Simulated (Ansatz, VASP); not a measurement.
# One calculation of Ga, two programs

File POSCAR:

```
Ga
1.0
   -1.4461200000      1.4461200000      2.1621300000
    1.4461200000     -1.4461200000      2.1621300000
    1.4461200000      1.4461200000     -2.1621300000
Ga
1
Direct
    0.0000000000      0.0000000000      0.0000000000
```

The input INCAR.step1:

```
SYSTEM = Ga
  ALGO = Normal
  EDIFF = 1E-4
  ENCUT = 520
  GGA = PE
  ISMEAR = 0
  LASPH = .TRUE.
  LCHARG = .FALSE.
  LREAL = .FALSE.
  LWAVE = .TRUE.
  NBANDS = 12
  NELM = 100
  PREC = Accurate
  SIGMA = 0.15
```

File INCAR.step2:

```
SYSTEM = Ga
  ALGO = Normal
  EDIFF = 1E-6
  ENCUT = 520
  ISIF = 2
  ISMEAR = 0
  ISTART = 1
  LASPH = .TRUE.
  LCHARG = .FALSE.
  LMIXTAU = .TRUE.
  LREAL = .FALSE.
  LWAVE = .FALSE.
  METAGGA = R2SCAN
  NBANDS = 12
  NELM = 100
  PREC = Accurate
  SIGMA = 0.15
```

The input KPOINTS:

```
k-points
0
G
  24 24 24
  0 0 0
```

Input for Ansatz:

```yaml
crystal:
  lattice:
    - [-1.44612, 1.44612, 2.16213]
    - [1.44612, -1.44612, 2.16213]
    - [1.44612, 1.44612, -2.16213]
  atoms:
    - { symbol: Ga, position: [0.0, 0.0, 0.0] }
basis:
  ecutwfc: 500
kpoints:
  mp_grid: { grid: [24, 24, 24] }
hamiltonian:
  xc: r2scan
scf:
  occupations: { method: gaussian, width: 0.15 }
output:
  forces: true
  stress: true
  eigenvalues: true
```

Change from the starting cell: strain +0.030 along x and y, -0.030 along z, atoms carried along.

Alike in both runs: task single point; functional r2SCAN; k mesh 24 × 24 × 24; occupations gaussian, width 0.15 eV; no spin polarisation.

|  | VASP | Ansatz |
| --- | --- | --- |
| version | VASP 6.6.1 | Ansatz 0.2.0 |
| potentials or method | VASP PAW PBE potentials, release 64 (Ga_d), cutoff 520 eV | scalar-relativistic, plane waves, PAW |
| valence electrons in the cell | 13 | 13 |

Ansatz gave:

```
gap on the k mesh at the Fermi level (eV)                     : none
pressure (GPa)                                                : -0.8
traceless stress, the component that is largest in VASP (GPa) : 0.40
```

Estimate VASP's values.

gap on the k mesh at the Fermi level (eV): none; pressure (GPa): -0.8; traceless stress, the component that is largest in VASP (GPa): 0.38.

VASP's potentials were made for PBE, not for r2SCAN. A gap of «none» marks a metal or a gap that the smearing closes.
